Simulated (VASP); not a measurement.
# Al32N31 (a cell with a defect) in VASP: single point with PBEsol

Aim: the single point of Al32N31 (a cell with a defect) with PBEsol.

Everything below comes from runs of VASP 6.6.1. Logs are shortened: lines on timing, memory, paths and dates and some standing lists are left out, and cuts for length are marked.

### 1 The cell of the first run

The cell holds a defect, 63 atoms: a = 8.755 Å, b = 8.755 Å, c = 8.755 Å, α = 90.00°, β = 90.00°, γ = 90.00°.

### 2 Single point, PBEsol, collinear spin

INCAR

```
SYSTEM = Al32N31
PREC = Accurate
ENCUT = 520
EDIFF = 1E-7
ISMEAR = -1
SIGMA = 0.05
LREAL = Auto
LASPH = .True.
NELM = 150
ALGO = Normal
ISIF = 2
LWAVE = .False.
LCHARG = .True.
ISPIN = 2
MAGMOM = 0 0 0 0 0 0 0 0.25 0 0 0 0 0 0 0 0.25 0 0 0 0 0 0 0 0.25 0 0 0 0 0 0 0 0.25 0 0 0 0 0 0 0 0 0 0 0 0 0 0 0 0 0 0 0 0 0 0 0 0 0 0 0 0 0 0 0
LORBIT = 11
GGA = PS
LELF = .True.
LVHAR = .True.
ISYM = 0
NBANDS = 166
```

KPOINTS

```
Automatic mesh
0
Gamma
  1 1 1
  0.25 0.25 0.25
```

POSCAR

```
Al32N31
1.0
    8.7554440000      0.0000000000      0.0000000000
    0.0000000000      8.7554440000      0.0000000000
    0.0000000000      0.0000000000      8.7554440000
Al N
32 31
Direct
    0.9990770000      0.0001370000      0.9998000000
    0.9998720000      0.0015960000      0.4991460000
    0.9998850000      0.4994810000      0.0012720000
    0.9997690000      0.5002570000      0.4998510000
    0.5001470000      0.9985010000      0.9981870000
    0.5003130000      0.9999040000      0.5002680000
    0.5002720000      0.5006570000      0.9995530000
    0.4906850000      0.5041920000      0.5038150000
    0.2502960000      0.2496710000      0.9997320000
    0.2493400000      0.2484300000      0.4990470000
    0.2497270000      0.7505620000      0.0007780000
    0.2498940000      0.7496610000      0.4996230000
    0.7495040000      0.2513420000      0.9986160000
    0.7487090000      0.2506400000      0.5003850000
    0.7491680000      0.7494520000      0.9994970000
    0.7572450000      0.7461020000      0.5057470000
    0.2503200000      0.0000810000      0.2492890000
    0.2497390000      0.0011200000      0.7501620000
    0.2493030000      0.4993860000      0.2480410000
    0.2499180000      0.4999980000      0.7492510000
    0.7494910000      0.9989370000      0.2509850000
    0.7491720000      0.9998370000      0.7490920000
    0.7487510000      0.5007730000      0.2502650000
    0.7572720000      0.5061240000      0.7457900000
    0.9989760000      0.2498800000      0.2495060000
    0.9997170000      0.2488680000      0.7502940000
    0.9997340000      0.7506970000      0.2485170000
    0.9993170000      0.7499260000      0.7494920000
    0.4998270000      0.2511920000      0.2508510000
    0.5001080000      0.2504560000      0.7489860000
    0.5001140000      0.7493140000      0.2500860000
    0.4937730000      0.7439830000      0.7436970000
    0.1247500000      0.1251780000      0.1248010000
    0.1247640000      0.1252110000      0.6247000000
    0.1247690000      0.6250540000      0.1248200000
    0.1248440000      0.6252550000      0.6248740000
    0.6244980000      0.1251340000      0.1247730000
    0.6248070000      0.1252530000      0.6249080000
    0.6248090000      0.6252700000      0.1249110000
    0.3759920000      0.3747790000      0.1243110000
    0.3725300000      0.3716890000      0.6256240000
    0.3761460000      0.8754170000      0.1251110000
    0.3736480000      0.8773210000      0.6236480000
    0.8734330000      0.3750220000      0.1255020000
    0.8760260000      0.3731770000      0.6239050000
    0.8735680000      0.8756220000      0.1245170000
    0.8771090000      0.8788140000      0.6259190000
    0.3759630000      0.1246620000      0.3744330000
    0.3761310000      0.1254540000      0.8750690000
    0.3724370000      0.6259570000      0.3712890000
    0.3735960000      0.6240090000      0.8769840000
    0.8734520000      0.1258890000      0.3746580000
    0.8735750000      0.1248950000      0.8752550000
    0.8760910000      0.6243040000      0.3727900000
    0.8771530000      0.6262920000      0.8784680000
    0.1250550000      0.3747170000      0.3743620000
    0.1244830000      0.3747360000      0.8753320000
    0.1244790000      0.8757340000      0.3743930000
    0.1252630000      0.8756140000      0.8752150000
    0.6225850000      0.3799070000      0.3795450000
    0.6264770000      0.3801000000      0.8701590000
    0.6264670000      0.8705210000      0.3797110000
    0.6230880000      0.8702850000      0.8699420000
```

Potentials or basis: VASP PAW PBE potentials, release 64 (Al, N).

Started as:

```sh
cat potpaw_PBE.64/Al/POTCAR potpaw_PBE.64/N/POTCAR > POTCAR
mpirun -np 1 vasp_std > vasp.out
```

OUTCAR:

```text
SYSTEM = Al32N31
   PREC = Accurate
   ENCUT = 520
   EDIFF = 1E-7
   ISMEAR = -1
   LREAL = Auto
   LASPH = .True.
   NELM = 150
   ISIF = 2
   ISPIN = 2
   LORBIT = 11
   GGA = PS
   ISYM = 0

 ion  position               nearest neighbor table
   1  0.999  0.000  1.000-  46 1.89  53 1.89  59 1.90  33 1.90  27 3.08  26 3.08  25 3.09  11 3.10
                            18 3.10  28 3.10  15 3.10  22 3.10  17 3.10   9 3.10  21 3.10  13 3.10
   2  1.000  0.002  0.499-  47 1.88  34 1.89  52 1.90  58 1.90  10 3.07  25 3.08  16 3.09  26 3.09
                            21 3.09  14 3.10  17 3.10  22 3.10  18 3.10  27 3.10  12 3.11  28 3.11
   3  1.000  0.499  0.001-  55 1.88  35 1.89  44 1.90  57 1.90  19 3.07  25 3.08  24 3.09  27 3.09
                            13 3.09  23 3.10   9 3.10  15 3.10  11 3.10  26 3.11  20 3.11  28 3.11
   4  1.000  0.500  0.500-  54 1.89  45 1.90  36 1.90  56 1.90  16 3.02  24 3.02  28 3.09  12 3.09
                            20 3.09  23 3.10  14 3.10  25 3.10  19 3.10  10 3.10  27 3.11  26 3.11
   5  0.500  0.999  0.998-  42 1.89  49 1.89  37 1.91  63 1.92  15 3.08  22 3.08  11 3.09  18 3.09
                            17 3.10   9 3.10  31 3.10  30 3.10  21 3.11  13 3.11  29 3.13  32 3.15
   6  0.500  1.000  0.500-  43 1.88  38 1.89  48 1.90  62 1.90  22 3.08  21 3.09  14 3.09  30 3.09
                            10 3.09  32 3.09  18 3.10  12 3.10  29 3.10  31 3.10  17 3.10  16 3.16
   7  0.500  0.501  1.000-  51 1.88  39 1.89  40 1.90  61 1.90  15 3.08  13 3.09  31 3.09  23 3.09
                            32 3.09  19 3.09  11 3.10  20 3.10  29 3.10  30 3.10   9 3.10  24 3.16
   8  0.491  0.504  0.504-  41 1.89  50 1.89  60 1.92  32 2.97  20 3.01  12 3.01  10 3.08  19 3.08
                            31 3.09  30 3.09  29 3.13  16 3.15  24 3.15  14 3.17  23 3.17
   9  0.250  0.250  1.000-  49 1.89  33 1.90  57 1.90  40 1.90  19 3.08  18 3.08  17 3.09  26 3.10
[... 76 lines left out ...]
  62  0.626  0.871  0.380-   6 1.90  31 1.91  21 1.92  16 1.93
  63  0.623  0.870  0.870-  15 1.90  22 1.90   5 1.92  32 1.93

IMPORTANT INFORMATION: All symmetrisations will be switched off!
NOSYMM: (Re-)initialisation of all symmetry stuff for point group C_1.

----------------------------------------------------------------------------------------

                                     Primitive cell

  volume of cell :     671.1731

  direct lattice vectors                    reciprocal lattice vectors
     8.755444000  0.000000000  0.000000000     0.114214653  0.000000000  0.000000000
     0.000000000  8.755444000  0.000000000     0.000000000  0.114214653  0.000000000
     0.000000000  0.000000000  8.755444000     0.000000000  0.000000000  0.114214653

  length of vectors
     8.755444000  8.755444000  8.755444000     0.114214653  0.114214653  0.114214653

  position of ions in fractional coordinates (direct lattice)
     0.999077000  0.000137000  0.999800000
     0.999872000  0.001596000  0.499146000
     0.999885000  0.499481000  0.001272000
     0.999769000  0.500257000  0.499851000
     0.500147000  0.998501000  0.998187000
     0.500313000  0.999904000  0.500268000
[... 55 lines left out ...]
     0.626467000  0.870521000  0.379711000
     0.623088000  0.870285000  0.869942000

  ion indices of the primitive-cell ions
   primitive index   ion index
                 1           1
                 2           2
                 3           3
                 4           4
                 5           5
                 6           6
[... 55 lines left out ...]
                62          62
                63          63

----------------------------------------------------------------------------------------

 KPOINTS: Automatic mesh

Automatic generation of k-mesh.
 Grid dimensions read from file:
 generate k-points for:    1    1    1

 Generating k-lattice:

  Cartesian coordinates                     Fractional coordinates (reciprocal lattice)
     0.114214653  0.000000000  0.000000000     1.000000000  0.000000000  0.000000000
     0.000000000  0.114214653  0.000000000     0.000000000  1.000000000  0.000000000
     0.000000000  0.000000000  0.114214653     0.000000000  0.000000000  1.000000000

  Length of vectors
     0.114214653  0.114214653  0.114214653

  Shift w.r.t. Gamma in fractional coordinates (k-lattice)
     0.250000000  0.250000000  0.250000000

 Subroutine IBZKPT returns following result:
 ===========================================

 Found      4 irreducible k-points:

 Following reciprocal coordinates:
            Coordinates               Weight
  0.250000  0.250000  0.250000      2.000000
 -0.250000  0.250000  0.250000      2.000000
 -0.250000 -0.250000  0.250000      2.000000
  0.250000 -0.250000  0.250000      2.000000
[... 28 lines left out ...]
   PSTRESS=    0.0 pullay stress
   NELECT =     251.0000    total number of electrons
   NUPDOWN=      -1.0000    fix difference up-down
   EMIN   =  10.00;   EMAX   =-10.00  energy-range for DOS
   EFERMI =   0.00;   METHOD = LEGACY
   ISMEAR =    -1;   SIGMA  =   0.05  broadening in eV -4-tet -1-fermi 0-gaus
   EFERMI_NEDOS =   21; number of points for ismear=-14 and -15
   IALGO  =     38    algorithm
   IMIX   =      4    mixing-type and parameters
     AMIX     =   0.40;   BMIX     =  1.00
     AMIX_MAG =   1.60;   BMIX_MAG =  1.00
  volume/ion in A,a.u.               =      10.65        71.89
  Fermi-wavevector in a.u.,A,eV,Ry     =   1.179473  2.228880 18.927825  1.391156
  Thomas-Fermi vector in A             =   2.315783
   LORBIT       =     11    0 simple, 1 ext, 2 COOP (PROOUT), +10 PAW based schemes
   GGA     = PS    functional components
   LHFCALC =     F    Hartree Fock is set to
   AEXX    =    0.0000 exact exchange contribution
   IVDW    =     0    specifies the selected vdW correction
   LEPSILON=     F    determine dielectric tensor
   LRPA    =     F    only Hartree local field effects (RPA)
 spin polarized calculation
  energy-cutoff  :      520.00
  volume of cell :      671.17
 maximum number of plane-waves:     18052
 NGX is ok and might be reduce to    70
   NGX = 33   NGY = 33   NGZ = 33

 number of electron     250.9999965 magnetization       0.9946767

 Free energy of the ion-electron system (eV)
  ---------------------------------------------------
  ext. energy  EPLUGINS =         0.00000000
  ---------------------------------------------------
  free energy    TOTEN  =      -485.19334658 eV

  energy without entropy =     -485.19038360  energy(sigma->0) =     -485.19186509

 E-fermi :   9.2112     XC(G=0): -11.0494

 val. band max:        8.9444644679   @ k =  -0.2500   0.2500   0.2500
 cond. band min:       9.5057208186   @ k =   0.2500   0.2500   0.2500
 fundamental gap:      0.5612563506
 Fermi energy:         9.2112088133

 spin component 1

 k-point     1 :       0.2500    0.2500    0.2500
  band No.  band energies     occupation
      1      -8.9222      1.00000
      2      -8.3943      1.00000
      3      -8.3795      1.00000
      4      -8.3038      1.00000
      5      -7.9086      1.00000
      6      -7.8944      1.00000
[... 549 lines left out ...]
    136      11.4157      0.00000
    137      11.4846      0.00000
 Fermi energy:         9.2112088133

 spin component 2

 k-point     1 :       0.2500    0.2500    0.2500
  band No.  band energies     occupation
      1      -8.9101      1.00000
      2      -8.3826      1.00000
      3      -8.3668      1.00000
      4      -8.2905      1.00000
      5      -7.8966      1.00000
      6      -7.8825      1.00000
[... 549 lines left out ...]
    136      11.4336      0.00000
    137      11.5100      0.00000
 [bands above 137 left out]

------------------------ aborting loop because EDIFF is reached ----------------------------------------

  FORCE on cell =-STRESS in cart. coord.  units (eV):
  Direction    XX          YY          ZZ          XY          YZ          ZX
  --------------------------------------------------------------------------------------
  -------------------------------------------------------------------------------------
  Total        1.0366926     -1.6809993     -1.6791526      0.1675240     -0.2732446      0.1493873
  in kB        2.4747199     -4.0127638     -4.0083554      0.3999016     -0.6522704      0.3566070
  external PRESSURE =      -1.8487998 kB  Pullay stress =       0.0000000 kB

 VOLUME and BASIS-vectors are now :
 -----------------------------------------------------------------------------
  energy-cutoff  :      520.00
  volume of cell :      671.17
      direct lattice vectors                 reciprocal lattice vectors
     8.755444000  0.000000000  0.000000000     0.114214653  0.000000000  0.000000000
     0.000000000  8.755444000  0.000000000     0.000000000  0.114214653  0.000000000
     0.000000000  0.000000000  8.755444000     0.000000000  0.000000000  0.114214653

 POSITION                                       TOTAL-FORCE (eV/Angst)
 -----------------------------------------------------------------------------------
      8.74736      0.00120      8.75369         0.022783      0.027053      0.021499
      8.75432      0.01397      4.37024         0.033972      0.039433     -0.019306
      8.75444      4.37318      0.01114         0.035560     -0.015891      0.029028
      8.75342      4.37997      4.37642        -0.040493      0.026087      0.038466
      4.37901      8.74232      8.73957        -0.019626      0.030385      0.021689
      4.38046      8.75460      4.38007        -0.009667      0.000615      0.030158
[... 55 lines left out ...]
      5.48500      7.62180      3.32454        -0.000987     -0.026797     -0.014810
      5.45541      7.61973      7.61673         0.042006     -0.030604     -0.029370
 -----------------------------------------------------------------------------------
    total drift:                               -0.012889      0.006305      0.003393

  FREE ENERGIE OF THE ION-ELECTRON SYSTEM (eV)
  ---------------------------------------------------
  free  energy   TOTEN  =      -485.1933465835 eV

  energy  without entropy=     -485.1903835999  energy(sigma->0) =     -485.19186509

 total charge

# of ion       s       p       d       tot
------------------------------------------
    1        0.370   0.445   0.000   0.814
    2        0.371   0.447   0.000   0.818
    3        0.371   0.447   0.000   0.818
    4        0.368   0.444   0.000   0.812
    5        0.368   0.439   0.000   0.807
    6        0.370   0.446   0.000   0.816
[... 55 lines left out ...]
   62        1.218   2.593   0.000   3.811
   63        1.218   2.593   0.000   3.812
--------------------------------------------------
tot         49.637  95.199   0.000 144.837

 magnetization (x)

# of ion       s       p       d       tot
------------------------------------------
    1        0.000   0.000   0.000   0.000
    2        0.001   0.002   0.000   0.003
    3        0.001   0.002   0.000   0.003
    4       -0.000   0.001   0.000   0.001
    5       -0.000   0.000   0.000   0.000
    6        0.000   0.000   0.000   0.000
[... 55 lines left out ...]
   62       -0.000  -0.001   0.000  -0.001
   63       -0.000  -0.001   0.000  -0.001
--------------------------------------------------
tot          0.091   0.226   0.000   0.317
```

Wall time 48 min (1 thread of Oxide Virtual Turin-like, shared host); peak memory 1.2 GiB.

What came out:

```
Free energy                                           : -485.1933 eV
Pressure                                              : -0.2 GPa
Largest force                                         : 0.105 eV/Å
Band gap on the k mesh                                : 0.56 eV
Net moment                                            : 0.99 μB per cell
Site moments                                          : Al +0.00, +0.04, +0.03 (each value once); N -0.00, +0.00, +0.02 (each value once) μB
Valence electrons inside the program's atomic spheres : Al 0.81, 0.82, 0.79 (each value once); N 3.84, 3.82, 3.85, 3.83, 3.81 (each value once)
```

Forces in eV/Å, atoms in the order of the input:
```
Al   0.023  0.027  0.021
Al   0.034  0.039 -0.019
Al   0.036 -0.016  0.029
Al  -0.040  0.026  0.038
Al  -0.020  0.030  0.022
Al  -0.010  0.001  0.030
Al   0.000  0.027 -0.001
Al   0.031  0.028  0.025
Al   0.022  0.026  0.022
Al   0.005 -0.001 -0.018
Al   0.039 -0.017 -0.003
Al   0.019  0.047  0.049
Al  -0.011  0.027  0.001
Al   0.058  0.027  0.044
Al   0.013  0.033  0.047
Al   0.028 -0.058 -0.069
Al   0.016  0.029  0.030
Al   0.042  0.002 -0.013
Al   0.007 -0.016 -0.002
Al   0.014  0.049  0.055
Al  -0.005  0.011  0.026
Al   0.007  0.053  0.036
Al   0.054  0.042  0.030
Al   0.028 -0.073 -0.060
Al   0.016  0.017  0.020
Al  -0.010  0.034 -0.012
Al  -0.008 -0.014  0.027
Al   0.066  0.016  0.031
Al  -0.013  0.007  0.005
Al   0.042 -0.001  0.036
Al   0.036  0.040  0.003
Al  -0.092  0.041  0.030
N   -0.017 -0.021 -0.017
N   -0.013 -0.025  0.025
N   -0.015  0.030 -0.019
N   -0.019 -0.024 -0.025
N    0.036 -0.020 -0.017
N   -0.023 -0.015 -0.019
N   -0.022 -0.019 -0.017
N   -0.020 -0.022 -0.014
N   -0.010  0.005 -0.011
N   -0.017 -0.021 -0.016
N   -0.038  0.021 -0.008
N   -0.022 -0.024 -0.021
N    0.006 -0.057  0.013
N   -0.020 -0.020 -0.020
N   -0.038 -0.045  0.019
N   -0.014 -0.014 -0.024
N   -0.014 -0.016 -0.020
N    0.001 -0.005  0.010
N   -0.036 -0.008  0.023
N   -0.027 -0.028 -0.024
N   -0.022 -0.025 -0.017
N   -0.003  0.012 -0.058
N   -0.040  0.023 -0.046
N   -0.004 -0.022 -0.023
N   -0.021 -0.015 -0.024
N   -0.020 -0.026 -0.020
N   -0.029 -0.021 -0.017
N   -0.005 -0.007 -0.011
N   -0.004 -0.015 -0.021
N   -0.001 -0.027 -0.015
N    0.042 -0.031 -0.029
```

Stress tensor (GPa, compression positive):
```
 0.25  0.04  0.04
 0.04 -0.40 -0.07
 0.04 -0.07 -0.40
```

Caveat: the PAW data sets were made with another functional, which shifts forces and pressure a little.
